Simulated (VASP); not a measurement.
# Cu (I4/mmm) in VASP: notebook

Runs on Cu. Level: PBE. Tasks: relaxation of shape and atoms at fixed volume.

Program: VASP 6.6.1. These are calculated values, not measurements. Logs are shortened: lines on timing, memory, paths and dates and some standing lists are left out, and cuts for length are marked.

## 1. The cell of the first run

The typed cell holds 1 atom: a = 2.487 Å, b = 2.487 Å, c = 2.487 Å, α = 119.98°, β = 119.98°, γ = 90.03°.

## 2. Relaxation of shape and atoms at fixed volume, PBE (volume scaled by 0.91)

Contents of INCAR:

```
SYSTEM = Cu
ALGO = Fast
EDIFF = 1E-6
EDIFFG = -0.01
ENCUT = 600
GGA = PE
IBRION = 2
ISIF = 4
ISMEAR = 0
LASPH = .True.
LCHARG = .False.
LREAL = .False.
LWAVE = .False.
NELM = 80
NSW = 50
PREC = Accurate
SIGMA = 0.1
```

Contents of KPOINTS:

```
k-points
0
Gamma
  30 30 30
  0 0 0
```

Contents of POSCAR:

```
Cu
1.0
   -1.2436772609      1.2436772609      1.7579075031
    1.2436772609     -1.2436772609      1.7579075031
    1.2436772609      1.2436772609     -1.7579075031
Cu
1
Direct
    0.5000000000      0.5000000000      0.0000000000
```

Potentials or basis: VASP PAW PBE potentials, release 64 (Cu).

On the command line:

```
> cat potpaw_PBE.64/Cu/POTCAR > POTCAR
> mpirun -np 1 vasp_std > vasp.out
```

OUTCAR:

```text
SYSTEM = Cu
   EDIFF = 1E-6
   EDIFFG = -0.01
   ENCUT = 600
   GGA = PE
   IBRION = 2
   ISIF = 4
   ISMEAR = 0
   LASPH = .True.
   LREAL = .False.
   NELM = 80
   NSW = 50
   PREC = Accurate

 ion  position               nearest neighbor table
   1  0.500  0.500  0.000-

  LATTYP: Found a body centered tetragonal cell.
 ALAT       =     2.4873545218
 C/A-ratio  =     1.4134756326

  Lattice vectors:

 A1 = (  -1.2436772609,   1.2436772609,   1.7579075031)
 A2 = (   1.2436772609,  -1.2436772609,   1.7579075031)
 A3 = (   1.2436772609,   1.2436772609,  -1.7579075031)

Analysis of symmetry for initial positions (statically):
=====================================================================
 Subroutine PRICEL returns:
 Original cell was already a primitive cell.

 Routine SETGRP: Setting up the symmetry group for a
 body centered tetragonal supercell.

 Subroutine GETGRP returns: Found 16 space group operations
 (whereof 16 operations were pure point group operations)
 out of a pool of 16 trial point group operations.

The static configuration has the point symmetry D_4h.

Analysis of symmetry for dynamics (positions and initial velocities):
=====================================================================
 Subroutine PRICEL returns:
 Original cell was already a primitive cell.

 Routine SETGRP: Setting up the symmetry group for a
 body centered tetragonal supercell.

 Subroutine GETGRP returns: Found 16 space group operations
 (whereof 16 operations were pure point group operations)
 out of a pool of 16 trial point group operations.

The dynamic configuration has the point symmetry D_4h.

 Subroutine INISYM returns: Found 16 space group operations
 (whereof 16 operations are pure point group operations),
 and found     1 'primitive' translations

----------------------------------------------------------------------------------------

                                     Primitive cell

  volume of cell :      10.8761

  direct lattice vectors                    reciprocal lattice vectors
    -1.243677261  1.243677261  1.757907503     0.000000000  0.402033563  0.284429072
     1.243677261 -1.243677261  1.757907503     0.402033563  0.000000000  0.284429072
     1.243677261  1.243677261 -1.757907503     0.402033563  0.402033563  0.000000000

  length of vectors
     2.486705662  2.486705662  2.486705662     0.492474246  0.492474246  0.568561317

  position of ions in fractional coordinates (direct lattice)
     0.500000000  0.500000000  0.000000000

  ion indices of the primitive-cell ions
   primitive index   ion index
                 1           1

----------------------------------------------------------------------------------------

 KPOINTS: k-points

Automatic generation of k-mesh.
 Grid dimensions read from file:
 generate k-points for:   30   30   30

 Generating k-lattice:

  Cartesian coordinates                     Fractional coordinates (reciprocal lattice)
     0.000000000  0.013401119  0.009480969     0.033333333  0.000000000  0.000000000
     0.013401119  0.000000000  0.009480969     0.000000000  0.033333333  0.000000000
     0.013401119  0.013401119  0.000000000     0.000000000  0.000000000  0.033333333

  Length of vectors
     0.016415808  0.016415808  0.018952044

  Shift w.r.t. Gamma in fractional coordinates (k-lattice)
     0.000000000  0.000000000  0.000000000

 Subroutine IBZKPT returns following result:
 ===========================================

 Found   1992 irreducible k-points:

 Following reciprocal coordinates:
            Coordinates               Weight
  0.000000  0.000000  0.000000      1.000000
  0.033333 -0.000000  0.000000      8.000000
  0.066667  0.000000  0.000000      8.000000
  0.100000 -0.000000  0.000000      8.000000
  0.133333  0.000000  0.000000      8.000000
  0.166667 -0.000000  0.000000      8.000000
[... 16 lines left out ...]
  0.233333  0.033333  0.000000     16.000000
  0.266667  0.033333  0.000000     16.000000
 [... further k-points ...]
   k-points           NKPTS =   1992   k-points in BZ     NKDIM =   1992   number of bands    NBANDS=      9
   number of dos      NEDOS =    301   number of ions     NIONS =      1
   total plane-waves  NPLWV =   8000
   dimension x,y,z NGX =    20 NGY =   20 NGZ =   20
   dimension x,y,z NGXF=    40 NGYF=   40 NGZF=   40
   ions per type =               1
   NGX,Y,Z   is equivalent  to a cutoff of  13.37, 13.37, 13.37 a.u.
   NGXF,Y,Z  is equivalent  to a cutoff of  26.74, 26.74, 26.74 a.u.
 SYSTEM =  Cu
   PREC   = accura    normal or accurate (medium, high low for compatibility)
   ISTART =      0    job   : 0-new  1-cont  2-samecut
   ICHARG =      2    charge: 1-file 2-atom 10-const
   ISPIN  =      1    spin polarized calculation?
   LNONCOLLINEAR =      F non collinear calculations
   LSORBIT =      F    spin-orbit coupling
   LASPH  =      T    aspherical Exc in radial PAW
   ENCUT  =  600.0 eV  44.10 Ry    6.64 a.u.   4.97  4.97  4.97*2*pi/ulx,y,z
   NELM   =     80;   NELMIN=  2; NELMDL= -5     # of ELM steps
   EDIFF  = 0.1E-05   stopping-criterion for ELM
   LREAL  =      F    real-space projection
   EDIFFG = -.1E-01   stopping-criterion for IOM
   NSW    =     50    number of steps for IOM
   IBRION =      2    ionic relax: 0-MD 1-quasi-New 2-CG
   NFREE  =      1    steps in history (QN), initial steepest desc. (CG)
   ISIF   =      4    stress and relaxation
   ISYM   =      2    0-nonsym 1-usesym 2-fastsym
   POTIM  = 0.5000    time-step for ionic-motion
   TEBEG  =    0.0;   TEEND  =   0.0 temperature during run
   PSTRESS=    0.0 pullay stress
   NELECT =      11.0000    total number of electrons
   NUPDOWN=      -1.0000    fix difference up-down
   EMIN   =  10.00;   EMAX   =-10.00  energy-range for DOS
   EFERMI =   0.00;   METHOD = LEGACY
   ISMEAR =     0;   SIGMA  =   0.10  broadening in eV -4-tet -1-fermi 0-gaus
   EFERMI_NEDOS =   21; number of points for ismear=-14 and -15
   IALGO  =     68    algorithm
   IMIX   =      4    mixing-type and parameters
     AMIX     =   0.40;   BMIX     =  1.00
     AMIX_MAG =   1.60;   BMIX_MAG =  1.00
  volume/ion in A,a.u.               =      10.88        73.40
  Fermi-wavevector in a.u.,A,eV,Ry     =   1.643294  3.105375 36.741377  2.700415
  Thomas-Fermi vector in A             =   2.733452
   LORBIT       =      0    0 simple, 1 ext, 2 COOP (PROOUT), +10 PAW based schemes
   GGA     = PE    functional components
   LHFCALC =     F    Hartree Fock is set to
   AEXX    =    0.0000 exact exchange contribution
   IVDW    =     0    specifies the selected vdW correction
   LEPSILON=     F    determine dielectric tensor
   LRPA    =     F    only Hartree local field effects (RPA)
 conjugate gradient relaxation of ions
 non-spin polarized calculation
 RMM-DIIS sequential band-by-band and
 Gauss-broadening in eV      SIGMA  =   0.10
  energy-cutoff  :      600.00
  volume of cell :       10.88
 maximum number of plane-waves:       376
   NGX =  9   NGY =  9   NGZ =  9

 number of electron      10.9999997 magnetization

 Free energy of the ion-electron system (eV)
  ---------------------------------------------------
  ext. energy  EPLUGINS =         0.00000000
  ---------------------------------------------------
  free energy    TOTEN  =        -3.67312418 eV

  energy without entropy =       -3.67190350  energy(sigma->0) =       -3.67251384

 E-fermi :   8.6885     XC(G=0): -13.2120

 val. band max:        8.6833608739   @ k =   0.4667   0.1000   0.0000
 cond. band min:       8.7003132538   @ k =  -0.2667   0.4000   0.1000
 fundamental gap:      0.0169523799
 Fermi energy:         8.6884834956

 k-point     1 :       0.0000    0.0000    0.0000
  band No.  band energies     occupation
      1      -1.3448      2.00000
      2       5.3565      2.00000
      3       5.3565      2.00000
      4       5.3593      2.00000
      5       6.2902      2.00000
      6       6.2930      2.00000
      7      31.9022      0.00000
      8      35.1991      0.00000
      9      35.2123      0.00000

 k-point     2 :       0.0333   -0.0000    0.0000
  band No.  band energies     occupation
      1      -1.3017      2.00000
      2       5.3472      2.00000
      3       5.3654      2.00000
      4       5.3674      2.00000
      5       6.2865      2.00000
      6       6.2893      2.00000
      7      31.7803      0.00000
      8      34.4507      0.00000
      9      35.0791      0.00000

 k-point     3 :       0.0667    0.0000    0.0000
  band No.  band energies     occupation
      1      -1.1730      2.00000
      2       5.3180      2.00000
      3       5.3908      2.00000
      4       5.3927      2.00000
      5       6.2764      2.00000
      6       6.2792      2.00000
      7      31.1789      0.00000
      8      33.4036      0.00000
      9      34.7498      0.00000

 k-point     4 :       0.1000   -0.0000    0.0000
  band No.  band energies     occupation
      1      -0.9604      2.00000
      2       5.2725      2.00000
      3       5.4290      2.00000
      4       5.4309      2.00000
      5       6.2638      2.00000
      6       6.2664      2.00000
      7      29.8285      0.00000
      8      32.9093      0.00000
      9      34.3549      0.00000
[... 205 lines left out ...]
 k-point    22 :       0.2000    0.0333    0.0000
  band No.  band energies     occupation
      1       0.3340      2.00000
      2       5.0711      2.00000
      3       5.5426      2.00000
      4       5.5563      2.00000
      5       6.2325      2.00000
      6       6.3788      2.00000
      7      23.8384      0.00000
      8      31.0463      0.00000
      9      33.5425      0.00000

 k-point    23 :       0.2333    0.0333    0.0000
  band No.  band energies     occupation
      1       0.8403      2.00000
      2       5.0455      2.00000
      3       5.5333      2.00000
      4       5.5509      2.00000
      5       6.2955      2.00000
      6       6.4539      2.00000
      7      22.1212      0.00000
      8      30.8179      0.00000
      9      34.3339      0.00000

 k-point    24 :       0.2667    0.0333    0.0000
  band No.  band energies     occupation
      1       1.3727      2.00000
      2       5.0668      2.00000
      3       5.5060      2.00000
      4       5.5242      2.00000
      5       6.3862      2.00000
      6       6.5495      2.00000
      7      20.4599      0.00000
      8      30.5568      0.00000
      9      32.5429      0.00000

 [... further k-points ...]
[... 5 lines left out ...]
  --------------------------------------------------------------------------------------
  -------------------------------------------------------------------------------------
  Total        1.2406549      1.2406549      1.2433895      0.0000000     -0.0000000      0.0000000
  in kB      182.7638004    182.7638004    183.1666474      0.0000000     -0.0000000      0.0000000
  external PRESSURE =     182.8980827 kB  Pullay stress =       0.0000000 kB

 VOLUME and BASIS-vectors are now :
 -----------------------------------------------------------------------------
  energy-cutoff  :      600.00
  volume of cell :       10.88
      direct lattice vectors                 reciprocal lattice vectors
    -1.243677261  1.243677261  1.757907503     0.000000000  0.402033563  0.284429072
     1.243677261 -1.243677261  1.757907503     0.402033563  0.000000000  0.284429072
     1.243677261  1.243677261 -1.757907503     0.402033563  0.402033563  0.000000000

 POSITION                                       TOTAL-FORCE (eV/Angst)
 -----------------------------------------------------------------------------------
      0.00000      0.00000      1.75791         0.000000      0.000000     -0.000000
 -----------------------------------------------------------------------------------
    total drift:                               -0.000000     -0.000000      0.000000

  FREE ENERGIE OF THE ION-ELECTRON SYSTEM (eV)
  ---------------------------------------------------
  free  energy   TOTEN  =        -3.6731241799 eV

  energy  without entropy=       -3.6719035049  energy(sigma->0) =       -3.67251384

 reached required accuracy - stopping structural energy minimisation
```

Run time: 2.1 min. Hardware: 1 thread of Intel Xeon 6975P-C (Granite Rapids), shared host; peak memory 0.36 GiB.

Results:

```yaml
Free_energy: -3.6731 eV
Pressure_after_relaxing: 18.3 GPa
```

Final structure:
```xyz
1
Lattice="-1.2437 1.2437 1.7579 1.2437 -1.2437 1.7579 1.2437 1.2437 -1.7579" Properties=species:S:1:pos:R:3 pbc="T T T"
Cu    0.0000    0.0000    1.7579
```

Levels at points of the mesh, in eV from the Fermi level:
```
           k point  band 3  band 4  band 5  band 6  band 7  band 8  band 9
(0.00, 0.00, 0.00)   -3.33   -3.33   -2.40   -2.40   23.21   26.51   26.52
(0.50, 0.00, 0.00)   -3.37   -1.75   -1.75   -1.29    4.16   21.67   23.34
(0.50, 0.50, 0.00)   -1.77   -1.59   -1.59    1.40    7.67   13.71   13.71
(0.50, 0.50, 0.50)   -1.77   -1.59   -1.59    1.41    7.68   13.69   13.69
```

Caveat: the relaxation stopped at its first step, so nothing moved.

(Continued in part 2 of 2.)
